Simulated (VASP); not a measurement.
# Tl3S (I4/mmm) in VASP: settings compared

The runs below take Tl3S through single point, with PBE-based screened hybrid with 15 % exact exchange, PBE-based screened hybrid with 50 % exact exchange.

Program: VASP 6.6.1. These are calculated values, not measurements. Logs are shortened: lines on timing, memory, paths and dates and some standing lists are left out, and cuts for length are marked.

### Step 1. The cell of the first run

It takes space group I4/mmm (No. 139, tetragonal). The conventional cell has a = 4.702 Å, b = 4.702 Å, c = 10.286 Å, α = 90.00°, β = 90.00°, γ = 90.00°. Tl (site symmetry 4/mmm) has 4 S at 3.32 Å and 8 Tl at 3.48 Å within 4.4 Å. Within 4.4 Å of Tl (site symmetry -4m2) lie 8 Tl at 3.32 to 3.48 Å and 4 S at 3.48 Å. S (site symmetry 4/mmm) has 12 Tl at 3.32 to 3.48 Å within 4.4 Å.

### Step 2. Single point, PBE-based screened hybrid with 15 % exact exchange

File POSCAR:

```
Tl3S
1.0
   -2.3509700000      2.3509700000      5.1428010000
    2.3509700000     -2.3509700000      5.1428010000
    2.3509700000      2.3509700000     -5.1428010000
Tl S
3 1
Direct
    0.5000000000      0.5000000000      0.0000000000
    0.2500000000      0.7500000000      0.5000000000
    0.7500000000      0.2500000000      0.5000000000
    0.0000000000      0.0000000000      0.0000000000
```

File INCAR.step1:

```
SYSTEM = Tl3S
ALGO = Normal ; EDIFF = 1E-5
ENCUT = 520 ; GGA = PE
ISIF = 2 ; ISMEAR = -1
LASPH = .TRUE. ; LCHARG = .FALSE.
LREAL = .FALSE. ; LUSENCCL = .FALSE.
LWAVE = .TRUE. ; NBANDS = 30
NELM = 60 ; PREC = Accurate
SIGMA = 0.05
```

File INCAR.step2:

```
SYSTEM = Tl3S
AEXX = 0.15 ; ALGO = Normal
EDIFF = 1E-6 ; ENCUT = 520
GGA = PE ; HFSCREEN = 0.2
ISIF = 2 ; ISMEAR = -1
ISTART = 1 ; LASPH = .TRUE.
LCHARG = .FALSE. ; LHFCALC = .TRUE.
LREAL = .FALSE. ; LUSENCCL = .FALSE.
LWAVE = .FALSE. ; NBANDS = 30
NELM = 60 ; PREC = Accurate
PRECFOCK = Normal ; SIGMA = 0.05
```

File KPOINTS:

```
k-points
0
G
  4 4 4
  0 0 0
```

Potentials or basis: VASP PAW PBE potentials, release 64 (Tl_d, S).

The run is started by

```sh
cat potpaw_PBE.64/Tl_d/POTCAR potpaw_PBE.64/S/POTCAR > POTCAR
cp INCAR.step1 INCAR
mpirun -np 1 vasp_std > vasp.out
cp INCAR.step2 INCAR
mpirun -np 1 vasp_std > vasp.out
```

OUTCAR:

```text
SYSTEM = Tl3S
   AEXX = 0.15
   EDIFF = 1E-6
   ENCUT = 520
   GGA = PE
   HFSCREEN = 0.2
   ISIF = 2
   ISMEAR = -1
   ISTART = 1
   LASPH = .TRUE.
   LHFCALC = .TRUE.
   LREAL = .FALSE.
   NELM = 60
   PREC = Accurate
   PRECFOCK = Normal

 ion  position               nearest neighbor table
   1  0.500  0.500  0.000-   4 3.32   4 3.32   4 3.32   4 3.32   2 3.48   2 3.48   3 3.48   3 3.48
                             3 3.48   2 3.48   3 3.48   2 3.48
   2  0.250  0.750  0.500-   3 3.32   3 3.32   3 3.32   3 3.32   1 3.48   1 3.48   1 3.48   1 3.48

   3  0.750  0.250  0.500-   2 3.32   2 3.32   2 3.32   2 3.32   1 3.48   1 3.48   1 3.48   1 3.48

   4  0.000  0.000  0.000-   1 3.32   1 3.32   1 3.32   1 3.32

  LATTYP: Found a body centered tetragonal cell.
 ALAT       =     4.7019400000
 C/A-ratio  =     2.1875230224

  Lattice vectors:

 A1 = (  -2.3509700000,   2.3509700000,   5.1428010000)
 A2 = (   2.3509700000,  -2.3509700000,   5.1428010000)
 A3 = (   2.3509700000,   2.3509700000,  -5.1428010000)

Analysis of symmetry for initial positions (statically):
=====================================================================
 Subroutine PRICEL returns:
 Original cell was already a primitive cell.

 Routine SETGRP: Setting up the symmetry group for a
 body centered tetragonal supercell.

 Subroutine GETGRP returns: Found 16 space group operations
 (whereof 16 operations were pure point group operations)
 out of a pool of 16 trial point group operations.

The static configuration has the point symmetry D_4h.

Analysis of symmetry for dynamics (positions and initial velocities):
=====================================================================
 Subroutine PRICEL returns:
 Original cell was already a primitive cell.

 Routine SETGRP: Setting up the symmetry group for a
 body centered tetragonal supercell.

 Subroutine GETGRP returns: Found 16 space group operations
 (whereof 16 operations were pure point group operations)
 out of a pool of 16 trial point group operations.

The dynamic configuration has the point symmetry D_4h.

 Subroutine INISYM returns: Found 16 space group operations
 (whereof 16 operations are pure point group operations),
 and found     1 'primitive' translations

----------------------------------------------------------------------------------------

                                     Primitive cell

  volume of cell :     113.6983

  direct lattice vectors                    reciprocal lattice vectors
    -2.350970000  2.350970000  5.142801000     0.000000000  0.212678171  0.097223284
     2.350970000 -2.350970000  5.142801000     0.212678171  0.000000000  0.097223284
     2.350970000  2.350970000 -5.142801000     0.212678171  0.212678171  0.000000000

  length of vectors
     6.123930275  6.123930275  6.123930275     0.233846897  0.233846897  0.300772354

  position of ions in fractional coordinates (direct lattice)
     0.500000000  0.500000000  0.000000000
     0.250000000  0.750000000  0.500000000
     0.750000000  0.250000000  0.500000000
     0.000000000  0.000000000  0.000000000

  ion indices of the primitive-cell ions
   primitive index   ion index
                 1           1
                 2           2
                 3           3
                 4           4

----------------------------------------------------------------------------------------

 KPOINTS: k-points

Automatic generation of k-mesh.
 Grid dimensions read from file:
 generate k-points for:    4    4    4

 Generating k-lattice:

  Cartesian coordinates                     Fractional coordinates (reciprocal lattice)
     0.000000000  0.053169543  0.024305821     0.250000000  0.000000000  0.000000000
     0.053169543  0.000000000  0.024305821     0.000000000  0.250000000  0.000000000
     0.053169543  0.053169543  0.000000000     0.000000000  0.000000000  0.250000000

  Length of vectors
     0.058461724  0.058461724  0.075193089

  Shift w.r.t. Gamma in fractional coordinates (k-lattice)
     0.000000000  0.000000000  0.000000000

 Subroutine IBZKPT returns following result:
 ===========================================

 Found     13 irreducible k-points:

 Following reciprocal coordinates:
            Coordinates               Weight
  0.000000  0.000000  0.000000      1.000000
  0.250000  0.000000  0.000000      8.000000
  0.500000  0.000000  0.000000      4.000000
  0.250000  0.250000  0.000000      8.000000
  0.500000  0.250000  0.000000     16.000000
 -0.250000  0.250000  0.000000      4.000000
  0.500000  0.500000  0.000000      2.000000
  0.250000  0.250000  0.250000      2.000000
 -0.250000  0.250000  0.250000      4.000000
  0.500000  0.500000  0.250000      4.000000
 -0.250000  0.500000  0.250000      8.000000
 -0.250000 -0.250000  0.250000      2.000000
  0.500000  0.500000  0.500000      1.000000
   k-points           NKPTS =     13   k-points in BZ     NKDIM =     64   number of bands    NBANDS=     30
   number of dos      NEDOS =    301   number of ions     NIONS =      4
   total plane-waves  NPLWV = 110592
   dimension x,y,z NGX =    48 NGY =   48 NGZ =   48
   dimension x,y,z NGXF=    96 NGYF=   96 NGZF=   96
   ions per type =               3   1
   NGX,Y,Z   is equivalent  to a cutoff of  13.03, 13.03, 13.03 a.u.
   NGXF,Y,Z  is equivalent  to a cutoff of  26.06, 26.06, 26.06 a.u.
 SYSTEM =  Tl3S
   PREC   = accura    normal or accurate (medium, high low for compatibility)
   ISTART =      1    job   : 0-new  1-cont  2-samecut
   ICHARG =      0    charge: 1-file 2-atom 10-const
   ISPIN  =      1    spin polarized calculation?
   LNONCOLLINEAR =      F non collinear calculations
   LSORBIT =      F    spin-orbit coupling
   LASPH  =      T    aspherical Exc in radial PAW
   ENCUT  =  520.0 eV  38.22 Ry    6.18 a.u.  11.39 11.39 11.39*2*pi/ulx,y,z
   NELM   =     60;   NELMIN=  2; NELMDL=  0     # of ELM steps
   EDIFF  = 0.1E-05   stopping-criterion for ELM
   LREAL  =      F    real-space projection
   EDIFFG = 0.1E-04   stopping-criterion for IOM
   NSW    =      0    number of steps for IOM
   IBRION =     -1    ionic relax: 0-MD 1-quasi-New 2-CG
   NFREE  =      0    steps in history (QN), initial steepest desc. (CG)
   ISIF   =      2    stress and relaxation
   ISYM   =      3    0-nonsym 1-usesym 2-fastsym
   POTIM  = 0.5000    time-step for ionic-motion
   TEBEG  =    0.0;   TEEND  =   0.0 temperature during run
   PSTRESS=    0.0 pullay stress
   NELECT =      45.0000    total number of electrons
   NUPDOWN=      -1.0000    fix difference up-down
   EMIN   =  10.00;   EMAX   =-10.00  energy-range for DOS
   EFERMI =   0.00;   METHOD = LEGACY
   ISMEAR =    -1;   SIGMA  =   0.05  broadening in eV -4-tet -1-fermi 0-gaus
   EFERMI_NEDOS =   21; number of points for ismear=-14 and -15
   IALGO  =     38    algorithm
   IMIX   =      1    mixing-type and parameters
     AMIX     =   0.40;   BMIX     =  1.00
     AMIX_MAG =   1.60;   BMIX_MAG =  1.00
  volume/ion in A,a.u.               =      28.42       191.82
  Fermi-wavevector in a.u.,A,eV,Ry     =   1.201972  2.271398 19.656838  1.444737
  Thomas-Fermi vector in A             =   2.337766
   LORBIT       =      0    0 simple, 1 ext, 2 COOP (PROOUT), +10 PAW based schemes
   GGA     = PE    functional components
   LHFCALC =     T    Hartree Fock is set to
   PRECFOCK=normal    Normal, Fast or Accurate (Low or Medium for compatibility)
   ENCUT4O =  -1.0   cutoff for four orbital integrals eV
   NKREDX  =     1    reduce k-point grid by
   NKREDY  =     1    reduce k-point grid by
   NKREDZ  =     1    reduce k-point grid by
   AEXX    =    0.1500 exact exchange contribution
   HFSCREEN=    0.2000 screening length (either q_TF or 0.3 A-1)
   HFSCREENC=   0.2000 screening length for correlation (either q_TF or 0.3 A-1)
   ENCUTFOCK=  -1.0 apply spherical cutoff to Coloumb kernel
   IVDW    =     0    specifies the selected vdW correction
   LEPSILON=     F    determine dielectric tensor
   LRPA    =     F    only Hartree local field effects (RPA)
 non-spin polarized calculation
  energy-cutoff  :      520.00
  volume of cell :      113.70
 maximum number of plane-waves:      3083
 NGX is ok and might be reduce to    48
  NGX = 36; NGY = 36; NGZ = 36

 number of electron      44.9999998 magnetization

 Free energy of the ion-electron system (eV)
  ---------------------------------------------------
  ext. energy  EPLUGINS =         0.00000000
  ---------------------------------------------------
  free energy    TOTEN  =       -12.27839665 eV

  energy without entropy =      -12.26436859  energy(sigma->0) =      -12.27138262

 E-fermi :   5.2238     XC(G=0):  -8.7440

 val. band max:        5.1710605764   @ k =   0.5000   0.0000   0.0000
 cond. band min:       5.3680230323   @ k =   0.2500   0.2500   0.0000
 fundamental gap:      0.1969624558
 Fermi energy:         5.2237835799

 k-point     1 :       0.0000    0.0000    0.0000
  band No.  band energies     occupation
      1      -7.7144      2.00000
      2      -7.6368      2.00000
      3      -7.5073      2.00000
      4      -7.3462      2.00000
      5      -7.3027      2.00000
      6      -7.3027      2.00000
[... 22 lines left out ...]
     29      12.4110      0.00000
     30      13.3762      0.00000

 k-point     2 :       0.2500    0.0000    0.0000
  band No.  band energies     occupation
      1      -7.5911      2.00000
      2      -7.5802      2.00000
      3      -7.4061      2.00000
      4      -7.3302      2.00000
      5      -7.3272      2.00000
      6      -7.1846      2.00000
[... 22 lines left out ...]
     29      11.8387      0.00000
     30      12.4256      0.00000

 k-point     3 :       0.5000    0.0000    0.0000
  band No.  band energies     occupation
      1      -7.4565      2.00000
      2      -7.3616      2.00000
      3      -7.3574      2.00000
      4      -7.2659      2.00000
      5      -7.2614      2.00000
      6      -7.2238      2.00000
[... 319 lines left out ...]
     29      11.2470      0.00000
     30      13.2810      0.00000

 k-point    13 :       0.5000    0.5000    0.5000
  band No.  band energies     occupation
      1      -7.7272      2.00000
      2      -7.7034      2.00000
      3      -7.4625      2.00000
      4      -7.4625      2.00000
      5      -7.4078      2.00000
      6      -7.1950      2.00000
[... 22 lines left out ...]
     29      11.3751      0.00000
     30      12.4488      0.00000

------------------------ aborting loop because EDIFF is reached ----------------------------------------

  FORCE on cell =-STRESS in cart. coord.  units (eV):
  Direction    XX          YY          ZZ          XY          YZ          ZX
  --------------------------------------------------------------------------------------
  -------------------------------------------------------------------------------------
  Total       -0.2610350     -0.2610350     -0.6561047      0.0000000      0.0000000      0.0000000
  in kB       -3.6783700     -3.6783700     -9.2454879      0.0000000      0.0000000      0.0000000
  external PRESSURE =      -5.5340759 kB  Pullay stress =       0.0000000 kB

 VOLUME and BASIS-vectors are now :
 -----------------------------------------------------------------------------
  energy-cutoff  :      520.00
  volume of cell :      113.70
      direct lattice vectors                 reciprocal lattice vectors
    -2.350970000  2.350970000  5.142801000     0.000000000  0.212678171  0.097223284
     2.350970000 -2.350970000  5.142801000     0.212678171  0.000000000  0.097223284
     2.350970000  2.350970000 -5.142801000     0.212678171  0.212678171  0.000000000

 POSITION                                       TOTAL-FORCE (eV/Angst)
 -----------------------------------------------------------------------------------
      0.00000      0.00000      5.14280        -0.000000     -0.000000     -0.000000
      2.35097      0.00000      2.57140        -0.000000     -0.000000     -0.000000
      0.00000      2.35097      2.57140         0.000000      0.000000     -0.000000
      0.00000      0.00000      0.00000        -0.000000     -0.000000      0.000000
 -----------------------------------------------------------------------------------
    total drift:                                0.000000      0.000000     -0.000000

  FREE ENERGIE OF THE ION-ELECTRON SYSTEM (eV)
  ---------------------------------------------------
  free  energy   TOTEN  =       -12.2783966475 eV

  energy  without entropy=      -12.2643685899  energy(sigma->0) =      -12.27138262
```

Wall time 26 min (1 × NVIDIA H100 80GB with 1 thread of AMD EPYC 7R13 (Zen 3), shared host); peak memory 1.3 GiB.

Results:

| Property | Result |
| --- | --- |
| Free energy | -12.2784 eV |
| Pressure | -0.6 GPa |
| Band gap on the k mesh | zero (an odd number of electrons rules out a gap without spin polarisation) |

Stress tensor (GPa, compression positive):
```
-0.37  0.00  0.00
 0.00 -0.37  0.00
 0.00  0.00 -0.92
```

Levels at points of the mesh, in eV from the Fermi level:
| k point | band 20 | band 21 | band 22 | band 23 | band 24 | band 25 |
| --- | --- | --- | --- | --- | --- | --- |
| (0.00, 0.00, 0.00) | -3.00 | -2.03 | -2.03 | 0.63 | 0.63 | 0.87 |
| (0.50, 0.00, 0.00) | -1.63 | -1.49 | -0.59 | -0.05 | 1.70 | 2.94 |
| (0.50, 0.50, 0.00) | -3.69 | -3.44 | -1.51 | -0.27 | -0.10 | 2.51 |
| (0.50, 0.50, 0.50) | -2.67 | -2.67 | -0.72 | 1.55 | 1.55 | 3.77 |

Caveat: the k points lie up to 0.37 Å⁻¹ apart, too coarse for converged energies and pressures of a metal; the PAW data sets were made with another functional, which shifts forces and pressure a little; spin-orbit coupling is left out, which moves the levels of the heavy elements.

### Step 3. Single point, PBE-based screened hybrid with 50 % exact exchange

POSCAR is that of step 2.

File INCAR.step1:

```
PREC = Accurate
ENCUT = 520
EDIFF = 1E-5
ISMEAR = -1
SIGMA = 0.05
LREAL = False
LASPH = True
NELM = 60
ALGO = Normal
ISIF = 2
LWAVE = True
LCHARG = False
NBANDS = 30
GGA = PE
LUSENCCL = False
```

File INCAR.step2:

```
PREC = Accurate
ENCUT = 520
EDIFF = 1E-7
ISMEAR = -1
SIGMA = 0.05
LREAL = False
LASPH = True
NELM = 60
ALGO = Normal
ISIF = 2
LWAVE = False
LCHARG = False
GGA = PE
LHFCALC = True
AEXX = 0.5
HFSCREEN = 0.2
PRECFOCK = Normal
NBANDS = 30
ISTART = 1
LUSENCCL = False
```

File KPOINTS:

```
Automatic mesh
0
Gamma
  4 4 4
```

Potentials or basis: VASP PAW PBE potentials, release 64 (Tl_d, S).

The run is started by

```sh
cat potpaw_PBE.64/Tl_d/POTCAR potpaw_PBE.64/S/POTCAR > POTCAR
cp INCAR.step1 INCAR
mpirun -np 1 vasp_std > vasp.out
cp INCAR.step2 INCAR
mpirun -np 1 vasp_std > vasp.out
```

Wall time 19 min (1 × NVIDIA H100 80GB with 1 thread of AMD EPYC 7R13 (Zen 3), shared host); peak memory 1.3 GiB.

Results (log left out):

```yaml
Free_energy: -15.1651 eV
Pressure: -1.7 GPa
Band_gap_on_the_k_mesh: zero (an odd number of electrons rules out a gap without spin polarisation)
```

Levels at points of the mesh, in eV from the Fermi level:
```csv
k point,band 18,band 19,band 20,band 21,band 22,band 23,band 24,band 25,band 26,band 27
"(0.00, 0.00, 0.00)",-4.43,-4.06,-3.29,-2.85,-2.85,0.79,0.79,0.93,3.40,5.03
"(0.50, 0.00, 0.00)",-7.60,-5.79,-2.41,-2.04,-1.11,0.04,1.97,3.39,4.16,4.72
"(0.50, 0.50, 0.00)",-6.93,-6.37,-4.66,-4.30,-2.10,-0.62,-0.06,2.90,4.05,6.43
"(0.50, 0.50, 0.50)",-6.79,-3.50,-3.50,-3.48,-1.26,1.80,1.80,4.36,5.44,5.86
```

Caveat: the k points lie up to 0.37 Å⁻¹ apart, too coarse for converged energies and pressures of a metal; the PAW data sets were made with another functional, which shifts forces and pressure a little; spin-orbit coupling is left out, which moves the levels of the heavy elements.
